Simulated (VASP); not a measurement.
# YAl7N8 (Cm) in VASP: single point with PBEsol

Aim: the single point of YAl7N8 with PBEsol.

Everything below comes from runs of VASP 6.6.1. Logs are shortened: lines on timing, memory, paths and dates and some standing lists are left out, and cuts for length are marked.

## Step 1: The cell of the first run

The structure is monoclinic, space group Cm (No. 8). Conventional cell: a = 10.170 Å, b = 6.384 Å, c = 7.506 Å, α = 90.00°, β = 132.16°, γ = 90.00°. Y (site symmetry m) has 4 N at 1.90 to 2.45 Å within 2.5 Å. Al (site symmetry 1) has 4 N at 1.82 to 2.39 Å within 2.4 Å. Within 2.5 Å of Al (site symmetry m) lie 4 N at 1.83 to 2.41 Å. Al (site symmetry 1) has 4 N at 1.85 to 2.38 Å within 2.5 Å. Al (site symmetry m) has 4 N at 1.85 to 2.38 Å within 2.5 Å. Within 2.4 Å of Al (site symmetry m) lie 4 N at 1.85 to 2.39 Å. N (site symmetry m) has 3 Al at 1.85 to 1.86 Å and 1 Y at 2.45 Å within 2.5 Å. N (site symmetry m) has 4 Al at 1.86 to 2.41 Å within 2.5 Å.

## Step 2: Single point, PBEsol (atoms displaced along a vibrational mode)

Contents of INCAR:

```
ALGO     = Normal         # electronic algorithm
EDIFF    = 1E-7           # SCF threshold, eV
ENCUT    = 520            # plane-wave cutoff, eV
GGA      = PS             # functional
ISIF     = 2              # what is computed and relaxed
ISMEAR   = 0              # smearing method
LASPH    = True           # aspherical terms in the spheres
LCHARG   = False          # write CHGCAR
LREAL    = Auto         
LWAVE    = False          # write WAVECAR
NBANDS   = 50             # bands
NELM     = 80             # most SCF steps
PREC     = Accurate       # precision mode
SIGMA    = 0.01           # smearing width, eV
```

Contents of KPOINTS:

```
k-points
0
Gamma
  6 6 6
```

Contents of POSCAR:

```
YAl7N8
1.0
    3.1921404571     -0.0214751083      5.0848961774
    3.1921404571      0.0214751083     -5.0848961774
   -3.1921404571      5.5642344291     -0.0233967361
Y Al N
1 7 8
Direct
    0.1455427950      0.1902425481      0.3357853356
    0.1458311174      0.1908257905      0.8340154163
    0.6431051328      0.6886581195      0.3317632448
    0.6431896333      0.6881843064      0.8340154163
    0.0613941464      0.6046043471      0.1648436740
    0.5602393194      0.1034495201      0.1648436740
    0.0600328392      0.6082237813      0.6682566280
    0.5633693682      0.1038679133      0.6672372890
    0.3858035839      0.9481249210      0.3339284974
    0.8802871941      0.4524777230      0.3327649097
    0.3798818011      0.9552480132      0.8326928421
    0.8774448364      0.4528110486      0.8326928421
    0.2981269509      0.3740153008      0.1621561260
    0.2974340480      0.3783823847      0.6758164402
    0.7881408177      0.8640291676      0.1621561260
    0.7981764163      0.8688551148      0.6670315386
```

Potentials or basis: VASP PAW PBE potentials, release 64 (Y_sv, Al, N).

Command:

```
> cat potpaw_PBE.64/Y_sv/POTCAR potpaw_PBE.64/Al/POTCAR potpaw_PBE.64/N/POTCAR > POTCAR
> mpirun -np 1 vasp_std > vasp.out
```

OUTCAR:

```text
EDIFF = 1E-7
   ENCUT = 520
   GGA = PS
   ISIF = 2
   ISMEAR = 0
   LASPH = True
   LREAL = Auto
   NELM = 80
   PREC = Accurate

 ion  position               nearest neighbor table
   1  0.146  0.190  0.336-  13 1.90  15 1.90  14 1.90   9 2.45  10 2.68   5 3.14   6 3.14   8 3.15
                             6 3.16   5 3.16   7 3.17   3 3.19   3 3.19   2 3.19   4 3.19   2 3.22
   2  0.146  0.191  0.834-  14 1.82  13 1.83  16 1.86  11 2.39   8 3.12   6 3.13   7 3.14   7 3.14
                             5 3.14   8 3.16   4 3.18   3 3.19   1 3.19   4 3.21   1 3.22   3 3.22
   3  0.643  0.689  0.332-  15 1.83  13 1.83  16 1.87  10 2.41   6 3.12   5 3.12   7 3.13   8 3.15
                             5 3.16   6 3.16   1 3.19   1 3.19   2 3.19   4 3.19   4 3.22   2 3.22
   4  0.643  0.688  0.834-  14 1.82  15 1.83  16 1.86  12 2.39   8 3.12   5 3.13   7 3.14   7 3.14
                             6 3.14   8 3.16   2 3.18   3 3.19   1 3.19   2 3.21   1 3.22   3 3.22
   5  0.061  0.605  0.165-   9 1.85  12 1.85  10 1.86  13 2.38   3 3.12   4 3.13   1 3.14   2 3.14
                             1 3.16   3 3.16   6 3.18   7 3.19   8 3.20   6 3.20   8 3.22   7 3.23
   6  0.560  0.103  0.165-   9 1.85  11 1.85  10 1.86  15 2.38   3 3.12   2 3.13   1 3.14   4 3.14
                             1 3.16   3 3.16   5 3.18   7 3.19   8 3.20   5 3.20   8 3.22   7 3.23
   7  0.060  0.608  0.668-  12 1.85  11 1.85  10 1.87  14 2.38   3 3.13   4 3.14   2 3.14   2 3.14
                             4 3.14   1 3.17   5 3.19   6 3.19   8 3.19   8 3.19   6 3.23   5 3.23
   8  0.563  0.104  0.667-  11 1.85  12 1.85   9 1.86  16 2.39   4 3.12   2 3.12   1 3.15   3 3.15
                             2 3.16   4 3.16   7 3.19   7 3.19   6 3.20   5 3.20   6 3.22   5 3.22
   9  0.386  0.948  0.334-   6 1.85   5 1.85   8 1.86   1 2.45
  10  0.880  0.452  0.333-   5 1.86   6 1.86   7 1.87   3 2.41   1 2.68
  11  0.380  0.955  0.833-   8 1.85   7 1.85   6 1.85   2 2.39
  12  0.877  0.453  0.833-   8 1.85   7 1.85   5 1.85   4 2.39
  13  0.298  0.374  0.162-   3 1.83   2 1.83   1 1.90   5 2.38
  14  0.297  0.378  0.676-   2 1.82   4 1.82   1 1.90   7 2.38
  15  0.788  0.864  0.162-   3 1.83   4 1.83   1 1.90   6 2.38
  16  0.798  0.869  0.667-   4 1.86   2 1.86   3 1.87   8 2.39

  LATTYP: Found a base centered monoclinic cell.
 ALAT       =    10.1698830505
 B/A-ratio  =     0.6277634544
 C/A-ratio  =     0.7380676204
 COS(beta)  =    -0.6711969762

  Lattice vectors:

 A1 = (   3.1921404571,   0.0214751083,  -5.0848961774)
 A2 = (  -3.1921404571,   0.0214751083,  -5.0848961774)
 A3 = (   0.0000000000,   5.5427593208,   5.0614994413)

Analysis of symmetry for initial positions (statically):
=====================================================================
 Subroutine PRICEL returns:
 Original cell was already a primitive cell.

 Routine SETGRP: Setting up the symmetry group for a
 base centered monoclinic supercell.

 Subroutine GETGRP returns: Found  2 space group operations
 (whereof  2 operations were pure point group operations)
 out of a pool of  4 trial point group operations.

The static configuration has the point symmetry C_1h.

Analysis of symmetry for dynamics (positions and initial velocities):
=====================================================================
 Subroutine PRICEL returns:
 Original cell was already a primitive cell.

 Routine SETGRP: Setting up the symmetry group for a
 base centered monoclinic supercell.

 Subroutine GETGRP returns: Found  2 space group operations
 (whereof  2 operations were pure point group operations)
 out of a pool of  4 trial point group operations.

The dynamic configuration has the point symmetry C_1h.

 Subroutine INISYM returns: Found  2 space group operations
 (whereof  2 operations are pure point group operations),
 and found     1 'primitive' translations

----------------------------------------------------------------------------------------

                                     Primitive cell

  volume of cell :     180.6308

  direct lattice vectors                    reciprocal lattice vectors
     3.192140457 -0.021475108  5.084896177     0.156634712  0.090274689  0.098711683
     3.192140457  0.021475108 -5.084896177     0.156634712  0.089447746 -0.097952659
    -3.192140457  5.564234429 -0.023396736     0.000000000  0.179722435  0.000759024

  length of vectors
     6.003864673  6.003864673  6.414905524     0.205980457  0.205256073  0.179724037

  position of ions in fractional coordinates (direct lattice)
     0.145542795  0.190242548  0.335785336
     0.145831117  0.190825790  0.834015416
     0.643105133  0.688658119  0.331763245
     0.643189633  0.688184306  0.834015416
     0.061394146  0.604604347  0.164843674
     0.560239319  0.103449520  0.164843674
[... 8 lines left out ...]
     0.788140818  0.864029168  0.162156126
     0.798176416  0.868855115  0.667031539

  ion indices of the primitive-cell ions
   primitive index   ion index
                 1           1
                 2           2
                 3           3
                 4           4
                 5           5
                 6           6
[... 8 lines left out ...]
                15          15
                16          16

----------------------------------------------------------------------------------------

 KPOINTS: k-points

Automatic generation of k-mesh.
 Grid dimensions read from file:
 generate k-points for:    6    6    6

 Generating k-lattice:

  Cartesian coordinates                     Fractional coordinates (reciprocal lattice)
     0.026105785  0.015045781  0.016451947     0.166666667 -0.000000000 -0.000000000
     0.026105785  0.014907958 -0.016325443     0.000000000  0.166666667  0.000000000
     0.000000000  0.029953739  0.000126504    -0.000000000  0.000000000  0.166666667

  Length of vectors
     0.034330076  0.034209345  0.029954006

  Shift w.r.t. Gamma in fractional coordinates (k-lattice)
     0.000000000  0.000000000  0.000000000

 Subroutine IBZKPT returns following result:
 ===========================================

 Found     68 irreducible k-points:

 Following reciprocal coordinates:
            Coordinates               Weight
  0.000000  0.000000  0.000000      1.000000
  0.166667 -0.000000  0.000000      4.000000
  0.333333 -0.000000  0.000000      4.000000
  0.500000 -0.000000  0.000000      2.000000
  0.000000  0.166667  0.000000      4.000000
  0.166667  0.166667  0.000000      4.000000
[... 16 lines left out ...]
  0.333333 -0.000000  0.166667      4.000000
  0.500000  0.000000  0.166667      4.000000
 [... further k-points ...]
   k-points           NKPTS =     68   k-points in BZ     NKDIM =     68   number of bands    NBANDS=     50
   number of dos      NEDOS =    301   number of ions     NIONS =     16
   total plane-waves  NPLWV = 110592
   dimension x,y,z NGX =    48 NGY =   48 NGZ =   48
   dimension x,y,z NGXF=    96 NGYF=   96 NGZF=   96
   ions per type =               1   7   8
   NGX,Y,Z   is equivalent  to a cutoff of  13.29, 13.29, 12.44 a.u.
   NGXF,Y,Z  is equivalent  to a cutoff of  26.58, 26.58, 24.88 a.u.
 SYSTEM =  unknown system
   PREC   = accura    normal or accurate (medium, high low for compatibility)
   ISTART =      0    job   : 0-new  1-cont  2-samecut
   ICHARG =      2    charge: 1-file 2-atom 10-const
   ISPIN  =      1    spin polarized calculation?
   LNONCOLLINEAR =      F non collinear calculations
   LSORBIT =      F    spin-orbit coupling
   LASPH  =      T    aspherical Exc in radial PAW
   ENCUT  =  520.0 eV  38.22 Ry    6.18 a.u.  11.16 11.16 11.93*2*pi/ulx,y,z
   NELM   =     80;   NELMIN=  2; NELMDL= -5     # of ELM steps
   EDIFF  = 0.1E-06   stopping-criterion for ELM
   LREAL  =      T    real-space projection
   EDIFFG = 0.1E-05   stopping-criterion for IOM
   NSW    =      0    number of steps for IOM
   IBRION =     -1    ionic relax: 0-MD 1-quasi-New 2-CG
   NFREE  =      0    steps in history (QN), initial steepest desc. (CG)
   ISIF   =      2    stress and relaxation
   ISYM   =      2    0-nonsym 1-usesym 2-fastsym
   POTIM  = 0.5000    time-step for ionic-motion
   TEBEG  =    0.0;   TEEND  =   0.0 temperature during run
   PSTRESS=    0.0 pullay stress
   NELECT =      72.0000    total number of electrons
   NUPDOWN=      -1.0000    fix difference up-down
   EMIN   =  10.00;   EMAX   =-10.00  energy-range for DOS
   EFERMI =   0.00;   METHOD = LEGACY
   ISMEAR =     0;   SIGMA  =   0.01  broadening in eV -4-tet -1-fermi 0-gaus
   EFERMI_NEDOS =   21; number of points for ismear=-14 and -15
   IALGO  =     38    algorithm
   IMIX   =      4    mixing-type and parameters
     AMIX     =   0.40;   BMIX     =  1.00
     AMIX_MAG =   1.60;   BMIX_MAG =  1.00
  volume/ion in A,a.u.               =      11.29        76.18
  Fermi-wavevector in a.u.,A,eV,Ry     =   1.204819  2.276777 19.750058  1.451588
  Thomas-Fermi vector in A             =   2.340533
   LORBIT       =      0    0 simple, 1 ext, 2 COOP (PROOUT), +10 PAW based schemes
   GGA     = PS    functional components
   LHFCALC =     F    Hartree Fock is set to
   AEXX    =    0.0000 exact exchange contribution
   IVDW    =     0    specifies the selected vdW correction
   LEPSILON=     F    determine dielectric tensor
   LRPA    =     F    only Hartree local field effects (RPA)
 non-spin polarized calculation
 Gauss-broadening in eV      SIGMA  =   0.01
  energy-cutoff  :      520.00
  volume of cell :      180.63
 maximum number of plane-waves:      4892
 NGX is ok and might be reduce to    48
   NGX = 23   NGY = 23   NGZ = 23

 number of electron      72.0000003 magnetization

 Free energy of the ion-electron system (eV)
  ---------------------------------------------------
  ext. energy  EPLUGINS =         0.00000000
  ---------------------------------------------------
  free energy    TOTEN  =      -121.62620180 eV

  energy without entropy =     -121.62620180  energy(sigma->0) =     -121.62620180

 E-fermi :   6.3672     XC(G=0): -10.9743

 val. band max:        6.1911514881   @ k =   0.0000   0.0000   0.0000
 cond. band min:       8.4222104551   @ k =   0.0000   0.0000   0.0000
 fundamental gap:      2.2310589670
 Fermi energy:         6.3672198709

 k-point     1 :       0.0000    0.0000    0.0000
  band No.  band energies     occupation
      1     -32.5545      2.00000
      2     -14.0753      2.00000
      3     -14.0723      2.00000
      4     -13.0093      2.00000
      5      -9.3650      2.00000
      6      -7.8012      2.00000
[... 40 lines left out ...]
     47      13.0612      0.00000
     48      13.7945      0.00000

 k-point     2 :       0.1667   -0.0000    0.0000
  band No.  band energies     occupation
      1     -32.5544      2.00000
      2     -14.0812      2.00000
      3     -14.0737      2.00000
      4     -13.0130      2.00000
      5      -9.2435      2.00000
      6      -7.8109      2.00000
[... 40 lines left out ...]
     47      13.1903      0.00000
     48      13.6238      0.00000

 k-point     3 :       0.3333   -0.0000    0.0000
  band No.  band energies     occupation
      1     -32.5544      2.00000
      2     -14.0933      2.00000
      3     -14.0759      2.00000
      4     -13.0203      2.00000
      5      -8.9125      2.00000
      6      -7.9800      2.00000
[... 1060 lines left out ...]
     47      13.0563      0.00000
     48      13.3995      0.00000

 k-point    24 :       0.5000    0.0000    0.1667
  band No.  band energies     occupation
      1     -32.5543      2.00000
      2     -14.0979      2.00000
      3     -14.0784      2.00000
      4     -13.0238      2.00000
      5      -8.5942      2.00000
      6      -8.2123      2.00000
[... 40 lines left out ...]
     47      13.0674      0.00000
     48      13.4251      0.00000

 [... further k-points ...]

 [bands above 48 left out]

------------------------ aborting loop because EDIFF is reached ----------------------------------------

  FORCE on cell =-STRESS in cart. coord.  units (eV):
  Direction    XX          YY          ZZ          XY          YZ          ZX
  --------------------------------------------------------------------------------------
  -------------------------------------------------------------------------------------
  Total       23.6800087     21.9988902    -13.6798103      0.0000000      0.7333819     -0.0000000
  in kB      210.0393451    195.1279896   -121.3385702      0.0000000      6.5050252     -0.0000000
  external PRESSURE =      94.6095882 kB  Pullay stress =       0.0000000 kB

 VOLUME and BASIS-vectors are now :
 -----------------------------------------------------------------------------
  energy-cutoff  :      520.00
  volume of cell :      180.63
      direct lattice vectors                 reciprocal lattice vectors
     3.192140457 -0.021475108  5.084896177     0.156634712  0.090274689  0.098711683
     3.192140457  0.021475108 -5.084896177     0.156634712  0.089447746 -0.097952659
    -3.192140457  5.564234429 -0.023396736     0.000000000  0.179722435  0.000759024

 POSITION                                       TOTAL-FORCE (eV/Angst)
 -----------------------------------------------------------------------------------
      0.00000      1.86935     -0.23515         0.000000      0.182245      1.698316
     -1.58764      4.64162     -0.24831         0.381414      0.316543      0.630534
      3.19214      1.84699     -0.23939        -0.000000     -0.398456      0.323983
      1.58764      4.64162     -0.24831        -0.381414      0.316543      0.630534
      1.59976      0.92889     -2.76602        -0.030846     -0.206703      0.815438
      1.59238      0.90742      2.31887         0.030846     -0.206703      0.815438
[... 8 lines left out ...]
      4.75633      0.90390     -0.38968        -5.569025     -3.307271     -1.136083
      3.19214      3.71304     -0.37500        -0.000000     -0.157913     -0.618334
 -----------------------------------------------------------------------------------
    total drift:                               -0.000022      0.003562     -0.002971

  FREE ENERGIE OF THE ION-ELECTRON SYSTEM (eV)
  ---------------------------------------------------
  free  energy   TOTEN  =      -121.6262017988 eV

  energy  without entropy=     -121.6262017988  energy(sigma->0) =     -121.62620180
```

Wall time 9.4 min (1 thread of Intel Xeon 6975P-C (Granite Rapids), shared host); peak memory 0.57 GiB.

What came out:

- Free energy: -121.6262 eV
- Pressure: 9.5 GPa
- Largest force: 6.576 eV/Å
- Band gap on the k mesh: 2.23 eV

Forces in eV/Å, atoms in the order of the input:
```
Y    0.000  0.182  1.698
Al   0.381  0.317  0.631
Al   0.000 -0.398  0.324
Al  -0.381  0.317  0.631
Al  -0.031 -0.207  0.815
Al   0.031 -0.207  0.815
Al   0.000  0.058  0.693
Al   0.000  0.099  0.898
N    0.000  0.082 -0.334
N    0.000  0.143 -0.468
N   -0.074  0.047 -0.737
N    0.074  0.047 -0.737
N    5.569 -3.307 -1.136
N    0.000  6.293 -1.339
N   -5.569 -3.307 -1.136
N    0.000 -0.158 -0.618
```

Caveat: the cell differs from its parent crystal (atoms displaced along a vibrational mode); the cell stands under pressure; the PAW data sets were made with another functional, which shifts forces and pressure a little. A k mesh can miss the band edges.
